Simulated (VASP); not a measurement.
# WSe2 in VASP: further runs

The runs below take WSe2 through single point, with PBEsol+D3(BJ).

Everything below comes from runs of VASP 6.6.1. Logs are shortened: lines on timing, memory, paths and dates and some standing lists are left out, and cuts for length are marked.

## (1) The cell of the first run

The cell holds a slab with vacuum, 3 atoms: a = 3.319 Å, b = 3.264 Å, c = 16.658 Å, α = 90.00°, β = 90.00°, γ = 118.38°.

## (2) Single point, PBEsol+D3(BJ) (strain +0.0375 x Voigt [0, 0, 0, 0, 0, 1])

Input file INCAR:

```
SYSTEM = WSe2
PREC = Accurate ; ENCUT = 520
EDIFF = 1E-6 ; ISMEAR = 0
SIGMA = 0.05 ; LREAL = .False.
LASPH = .True. ; NELM = 60
ALGO = Normal ; ISIF = 2
LWAVE = .False. ; LCHARG = .True.
GGA = PS ; IVDW = 12
LELF = .True. ; LVHAR = .True.
NBANDS = 20
```

Input file KPOINTS:

```
regular mesh
0
Gamma
  12 12 2
  0 0 0
```

Input file POSCAR:

```
WSe2
1.0
    3.3179375931      0.0622113299      0.0000000000
   -1.6050922045      2.8423125788      0.0000000000
    0.0000000000      0.0000000000     16.6581424200
W Se
1 2
Direct
    0.0000000000      0.0000000000      0.0000000000
    0.3333333333      0.6666666667      0.0997865200
    0.3333333333      0.6666666667      0.9002134800
```

Potentials or basis: VASP PAW PBE potentials, release 64 (W_sv, Se).

Started as:

```console
$ cat potpaw_PBE.64/W_sv/POTCAR potpaw_PBE.64/Se/POTCAR > POTCAR
$ mpirun -np 1 vasp_std > vasp.out
```

OUTCAR:

```text
SYSTEM = WSe2
   PREC = Accurate
   ENCUT = 520
   EDIFF = 1E-6
   ISMEAR = 0
   LREAL = .False.
   LASPH = .True.
   NELM = 60
   ISIF = 2
   GGA = PS
   IVDW = 12
 IVDW          = 12

 ion  position               nearest neighbor table
   1  0.000  0.000  0.000-   2 2.51   3 2.51   2 2.54   3 2.54   2 2.56   3 2.56
   2  0.333  0.667  0.100-   1 2.51   1 2.54   1 2.56
   3  0.333  0.667  0.900-   1 2.51   1 2.54   1 2.56

  Warning from LATTYP: Monoclinic adjustment (A1->A3, A2->A1, A3->A2)!
  LATTYP: Found a simple monoclinic cell.
 ALAT       =     3.2642092121
 B/A-ratio  =     5.1032704516
 C/A-ratio  =     1.0166385049
 COS(beta)  =    -0.4753145517

  Lattice vectors:

 A1 = (  -1.6050922045,   2.8423125788,   0.0000000000)
 A2 = (   0.0000000000,   0.0000000000,  16.6581424200)
 A3 = (   3.3179375931,   0.0622113299,   0.0000000000)

Analysis of symmetry for initial positions (statically):
=====================================================================
 Subroutine PRICEL returns:
 Original cell was already a primitive cell.

 Routine SETGRP: Setting up the symmetry group for a
 simple monoclinic supercell.

 Subroutine GETGRP returns: Found  2 space group operations
 (whereof  2 operations were pure point group operations)
 out of a pool of  4 trial point group operations.

The static configuration has the point symmetry C_1h.

Analysis of symmetry for dynamics (positions and initial velocities):
=====================================================================
 Subroutine PRICEL returns:
 Original cell was already a primitive cell.

 Routine SETGRP: Setting up the symmetry group for a
 simple monoclinic supercell.

 Subroutine GETGRP returns: Found  2 space group operations
 (whereof  2 operations were pure point group operations)
 out of a pool of  4 trial point group operations.

The dynamic configuration has the point symmetry C_1h.

 Subroutine INISYM returns: Found  2 space group operations
 (whereof  2 operations are pure point group operations),
 and found     1 'primitive' translations

----------------------------------------------------------------------------------------

                                     Primitive cell

  volume of cell :     158.7599

  direct lattice vectors                    reciprocal lattice vectors
     3.317937593  0.062211330  0.000000000     0.298234229  0.168416887  0.000000000
    -1.605092205  2.842312579  0.000000000    -0.006527624  0.348139951  0.000000000
     0.000000000  0.000000000 16.658142420     0.000000000  0.000000000  0.060030703

  length of vectors
     3.318520773  3.264209212 16.658142420     0.342502414  0.348201142  0.060030703

  position of ions in fractional coordinates (direct lattice)
     0.000000000  0.000000000  0.000000000
     0.333333333  0.666666667  0.099786520
     0.333333333  0.666666667  0.900213480

  ion indices of the primitive-cell ions
   primitive index   ion index
                 1           1
                 2           2
                 3           3

----------------------------------------------------------------------------------------

 KPOINTS: regular mesh

Automatic generation of k-mesh.
 Grid dimensions read from file:
 generate k-points for:   12   12    2

 Generating k-lattice:

  Cartesian coordinates                     Fractional coordinates (reciprocal lattice)
     0.024852852  0.014034741  0.000000000     0.083333333  0.000000000  0.000000000
    -0.000543969  0.029011663  0.000000000    -0.000000000  0.083333333  0.000000000
     0.000000000  0.000000000  0.030015351     0.000000000  0.000000000  0.500000000

  Length of vectors
     0.028541868  0.029016762  0.030015351

  Shift w.r.t. Gamma in fractional coordinates (k-lattice)
     0.000000000  0.000000000  0.000000000

 Subroutine IBZKPT returns following result:
 ===========================================

 Found    148 irreducible k-points:

 Following reciprocal coordinates:
            Coordinates               Weight
  0.000000  0.000000  0.000000      1.000000
  0.083333  0.000000  0.000000      2.000000
  0.166667  0.000000  0.000000      2.000000
  0.250000  0.000000  0.000000      2.000000
  0.333333 -0.000000  0.000000      2.000000
  0.416667 -0.000000  0.000000      2.000000
[... 16 lines left out ...]
  0.250000  0.166667  0.000000      2.000000
  0.333333  0.166667  0.000000      2.000000
 [... further k-points ...]
   k-points           NKPTS =    148   k-points in BZ     NKDIM =    148   number of bands    NBANDS=     20
   number of dos      NEDOS =    301   number of ions     NIONS =      3
   total plane-waves  NPLWV =  84672
   dimension x,y,z NGX =    28 NGY =   24 NGZ =  126
   dimension x,y,z NGXF=    56 NGYF=   48 NGZF=  252
   ions per type =               1   2
   NGX,Y,Z   is equivalent  to a cutoff of  14.03, 12.22, 12.57 a.u.
   NGXF,Y,Z  is equivalent  to a cutoff of  28.05, 24.45, 25.15 a.u.
 SYSTEM =  WSe2
   PREC   = accura    normal or accurate (medium, high low for compatibility)
   ISTART =      0    job   : 0-new  1-cont  2-samecut
   ICHARG =      2    charge: 1-file 2-atom 10-const
   ISPIN  =      1    spin polarized calculation?
   LNONCOLLINEAR =      F non collinear calculations
   LSORBIT =      F    spin-orbit coupling
   LASPH  =      T    aspherical Exc in radial PAW
   ENCUT  =  520.0 eV  38.22 Ry    6.18 a.u.   6.17  6.07 30.97*2*pi/ulx,y,z
   NELM   =     60;   NELMIN=  2; NELMDL= -5     # of ELM steps
   EDIFF  = 0.1E-05   stopping-criterion for ELM
   LREAL  =      F    real-space projection
   EDIFFG = 0.1E-04   stopping-criterion for IOM
   NSW    =      0    number of steps for IOM
   IBRION =     -1    ionic relax: 0-MD 1-quasi-New 2-CG
   NFREE  =      0    steps in history (QN), initial steepest desc. (CG)
   ISIF   =      2    stress and relaxation
   ISYM   =      2    0-nonsym 1-usesym 2-fastsym
   POTIM  = 0.5000    time-step for ionic-motion
   TEBEG  =    0.0;   TEEND  =   0.0 temperature during run
   PSTRESS=    0.0 pullay stress
   NELECT =      26.0000    total number of electrons
   NUPDOWN=      -1.0000    fix difference up-down
   EMIN   =  10.00;   EMAX   =-10.00  energy-range for DOS
   EFERMI =   0.00;   METHOD = LEGACY
   ISMEAR =     0;   SIGMA  =   0.05  broadening in eV -4-tet -1-fermi 0-gaus
   EFERMI_NEDOS =   21; number of points for ismear=-14 and -15
   IALGO  =     38    algorithm
   IMIX   =      4    mixing-type and parameters
     AMIX     =   0.40;   BMIX     =  1.00
     AMIX_MAG =   1.60;   BMIX_MAG =  1.00
  volume/ion in A,a.u.               =      52.92       357.12
  Fermi-wavevector in a.u.,A,eV,Ry     =   0.895679  1.692588 10.915145  0.802241
  Thomas-Fermi vector in A             =   2.018041
   LORBIT       =      0    0 simple, 1 ext, 2 COOP (PROOUT), +10 PAW based schemes
   GGA     = PS    functional components
   LHFCALC =     F    Hartree Fock is set to
   AEXX    =    0.0000 exact exchange contribution
   IVDW    =    12    specifies the selected vdW correction
   LEPSILON=     F    determine dielectric tensor
   LRPA    =     F    only Hartree local field effects (RPA)
 non-spin polarized calculation
 Gauss-broadening in eV      SIGMA  =   0.05
  energy-cutoff  :      520.00
  volume of cell :      158.76
 maximum number of plane-waves:      4314
 NGX is ok and might be reduce to    28
   NGX = 13   NGY = 13   NGZ = 61

 number of electron      25.9999995 magnetization

 Free energy of the ion-electron system (eV)
  ---------------------------------------------------
  ext. energy  EPLUGINS =         0.00000000
  ---------------------------------------------------
  free energy    TOTEN  =       -23.19737487 eV

  energy without entropy =      -23.19737487  energy(sigma->0) =      -23.19737487

 E-fermi :  -0.5311     XC(G=0):  -4.7841

 val. band max:       -0.9662949831   @ k =   0.3333   0.3333   0.0000
 cond. band min:       0.5454138158   @ k =   0.3333   0.3333   0.5000
 fundamental gap:      1.5117087990
 Fermi energy:        -0.5310745986

 k-point     1 :       0.0000    0.0000    0.0000
  band No.  band energies     occupation
      1     -74.9648      2.00000
      2     -39.1970      2.00000
      3     -39.1169      2.00000
      4     -39.0586      2.00000
      5     -15.7132      2.00000
      6     -14.4184      2.00000
[... 12 lines left out ...]
     19       4.1047      0.00000
     20       4.2186      0.00000

 k-point     2 :       0.0833    0.0000    0.0000
  band No.  band energies     occupation
      1     -74.9642      2.00000
      2     -39.1944      2.00000
      3     -39.1299      2.00000
      4     -39.0622      2.00000
      5     -15.6154      2.00000
      6     -14.3720      2.00000
[... 12 lines left out ...]
     19       4.2381      0.00000
     20       4.5525      0.00000

 k-point     3 :       0.1667    0.0000    0.0000
  band No.  band energies     occupation
      1     -74.9627      2.00000
      2     -39.1874      2.00000
      3     -39.1659      2.00000
      4     -39.0713      2.00000
      5     -15.3352      2.00000
      6     -14.2399      2.00000
[... 12 lines left out ...]
     19       4.6089      0.00000
     20       5.2732      0.00000

 k-point     4 :       0.2500    0.0000    0.0000
  band No.  band energies     occupation
      1     -74.9607      2.00000
      2     -39.2155      2.00000
      3     -39.1778      2.00000
      4     -39.0828      2.00000
      5     -14.9151      2.00000
      6     -14.0448      2.00000
[... 429 lines left out ...]
 k-point    23 :       0.2500    0.1667    0.0000
  band No.  band energies     occupation
      1     -74.9577      2.00000
      2     -39.2592      2.00000
      3     -39.1641      2.00000
      4     -39.1265      2.00000
      5     -14.2432      2.00000
      6     -13.7275      2.00000
[... 12 lines left out ...]
     19       5.8880      0.00000
     20       6.1895      0.00000

 k-point    24 :       0.3333    0.1667    0.0000
  band No.  band energies     occupation
      1     -74.9563      2.00000
      2     -39.2860      2.00000
      3     -39.1577      2.00000
      4     -39.1398      2.00000
      5     -13.8712      2.00000
      6     -13.5602      2.00000
[... 12 lines left out ...]
     19       6.5610      0.00000
     20       6.8446      0.00000

 [... further k-points ...]

------------------------ aborting loop because EDIFF is reached ----------------------------------------

 Edisp (eV)   -0.84088

 E8    (eV) :    -0.5845

  FORCE on cell =-STRESS in cart. coord.  units (eV):
  Direction    XX          YY          ZZ          XY          YZ          ZX
  --------------------------------------------------------------------------------------
  -------------------------------------------------------------------------------------
  Total      -2.07611    -2.02865    -0.46257    -1.16395     0.00000     0.00000
  in kB     -20.95172   -20.47280    -4.66814   -11.74638     0.00000     0.00000
  external pressure =      -15.36 kB  Pullay stress =        0.00 kB

 VOLUME and BASIS-vectors are now :
 -----------------------------------------------------------------------------
  energy-cutoff  :      520.00
  volume of cell :      158.76
      direct lattice vectors                 reciprocal lattice vectors
     3.317937593  0.062211330  0.000000000     0.298234229  0.168416887  0.000000000
    -1.605092205  2.842312579  0.000000000    -0.006527624  0.348139951  0.000000000
     0.000000000  0.000000000 16.658142420     0.000000000  0.000000000  0.060030703

 POSITION                                       TOTAL-FORCE (eV/Angst)
 -----------------------------------------------------------------------------------
      0.00000      0.00000      0.00000        -0.265000      0.018556      0.000000
      0.03592      1.91561      1.66226         0.132500     -0.009278     -0.129371
      0.03592      1.91561     14.99588         0.132500     -0.009278      0.129371
 -----------------------------------------------------------------------------------
    total drift:                               -0.000033      0.000116      0.000000

  FREE ENERGIE OF THE ION-ELECTRON SYSTEM (eV)
  ---------------------------------------------------
  free  energy   TOTEN  =       -24.0382555964 eV

  energy  without entropy=      -24.0382555964  energy(sigma->0) =      -24.03825560
```

It took 4 min on 1 thread of AMD EPYC 9R45 (Zen 5), shared host; peak memory 0.58 GiB.

What came out:

```
Free energy                : -24.0383 eV
Largest force              : 0.266 eV/Å
Band gap on the k mesh     : 1.51 eV
Dispersion energy per atom : -0.280 eV
```

Forces on the atoms (eV/Å):
```
W   -0.265  0.019  0.000
Se   0.133 -0.009 -0.129
Se   0.133 -0.009  0.129
```

Levels at points of the mesh, in eV from the valence-band top:
```
           k point  band 11  band 12  band 13  band 14  band 15  band 16
(0.00, 0.00, 0.00)    -1.34    -1.19    -0.27     2.76     2.99     3.11
(0.50, 0.00, 0.00)    -2.12    -1.05    -0.73     2.32     2.71     3.75
(0.00, 0.50, 0.00)    -2.04    -1.00    -0.93     2.25     2.82     3.69
(0.50, 0.50, 0.00)    -2.00    -1.19    -0.90     2.35     2.80     3.66
(0.00, 0.00, 0.50)    -1.34    -1.19    -0.27     2.76     2.99     3.11
(0.50, 0.00, 0.50)    -2.12    -1.05    -0.73     2.32     2.71     3.75
(0.00, 0.50, 0.50)    -2.04    -1.00    -0.93     2.25     2.82     3.69
(0.50, 0.50, 0.50)    -2.00    -1.19    -0.90     2.35     2.80     3.66
```

Caveat: the cell differs from its parent crystal (strain +0.0375 x Voigt [0, 0, 0, 0, 0, 1]); there is no dipole correction, which matters where the two faces differ; the PAW data sets were made with another functional, which shifts forces and pressure a little; spin-orbit coupling is left out, which moves the levels of the heavy elements.

## (3) Single point, PBEsol+D3(BJ) (strain +0.0125 x Voigt [0, 0, 0, 0, 0, 1])

Input file INCAR:

```
SYSTEM = WSe2
ALGO = Normal ; EDIFF = 1E-6
ENCUT = 520 ; GGA = PS
ISIF = 2 ; ISMEAR = 0
IVDW = 12 ; LASPH = .TRUE.
LCHARG = .FALSE. ; LREAL = .FALSE.
LWAVE = .FALSE. ; NBANDS = 20
NELM = 100 ; PREC = Accurate
SIGMA = 0.05
```

Input file KPOINTS:

```
k-points
0
G
  12 12 2
  0 0 0
```

Input file POSCAR:

```
WSe2
1.0
    3.3179375931      0.0207371100      0.0000000000
   -1.6410099326      2.8630496888      0.0000000000
    0.0000000000      0.0000000000     16.6581424200
W Se
1 2
Direct
    0.0000000000      0.0000000000      0.0000000000
    0.3333333333      0.6666666667      0.0997865200
    0.3333333333      0.6666666667      0.9002134800
```

Potentials or basis: VASP PAW PBE potentials, release 64 (W_sv, Se).

Started as:

```console
$ cat potpaw_PBE.64/W_sv/POTCAR potpaw_PBE.64/Se/POTCAR > POTCAR
$ mpirun -np 1 vasp_std > vasp.out
```

Wall time 4.7 min (1 thread of AMD EPYC 9R45 (Zen 5), shared host); peak memory 0.6 GiB.

Results (log left out):

| Item | Value |
| --- | --- |
| Free energy | -24.0570 eV |
| Largest force | 0.140 eV/Å |
| Band gap on the k mesh | 1.52 eV |
| Dispersion energy per atom | -0.280 eV |

Forces in eV/Å, atoms in the order of the input:
```
W   -0.088  0.002  0.000
Se   0.044 -0.001 -0.133
Se   0.044 -0.001  0.133
```

Levels at points of the mesh, in eV from the valence-band top:
| k point | band 9 | band 10 | band 11 | band 12 | band 13 | band 14 | band 15 | band 16 | band 17 | band 18 |
| --- | --- | --- | --- | --- | --- | --- | --- | --- | --- | --- |
| (0.00, 0.00, 0.00) | -2.33 | -2.08 | -1.29 | -1.24 | -0.26 | 2.88 | 2.99 | 3.10 | 3.20 | 4.29 |
| (0.50, 0.00, 0.00) | -4.18 | -2.94 | -2.08 | -1.00 | -0.88 | 2.34 | 2.73 | 3.73 | 4.31 | 4.48 |
| (0.00, 0.50, 0.00) | -4.16 | -3.01 | -2.06 | -0.98 | -0.95 | 2.34 | 2.75 | 3.71 | 4.34 | 4.44 |
| (0.50, 0.50, 0.00) | -4.15 | -3.09 | -2.04 | -1.03 | -0.95 | 2.35 | 2.75 | 3.70 | 4.36 | 4.41 |
| (0.00, 0.00, 0.50) | -2.33 | -2.08 | -1.29 | -1.24 | -0.26 | 2.88 | 2.99 | 3.10 | 3.20 | 4.35 |
| (0.50, 0.00, 0.50) | -4.18 | -2.94 | -2.08 | -1.00 | -0.88 | 2.34 | 2.73 | 3.73 | 4.31 | 4.48 |
| (0.00, 0.50, 0.50) | -4.16 | -3.01 | -2.06 | -0.98 | -0.95 | 2.34 | 2.75 | 3.71 | 4.34 | 4.44 |
| (0.50, 0.50, 0.50) | -4.15 | -3.09 | -2.04 | -1.03 | -0.95 | 2.35 | 2.75 | 3.70 | 4.36 | 4.41 |

Caveat: the cell differs from its parent crystal (strain +0.0125 x Voigt [0, 0, 0, 0, 0, 1]); there is no dipole correction, which matters where the two faces differ; the PAW data sets were made with another functional, which shifts forces and pressure a little; spin-orbit coupling is left out, which moves the levels of the heavy elements.
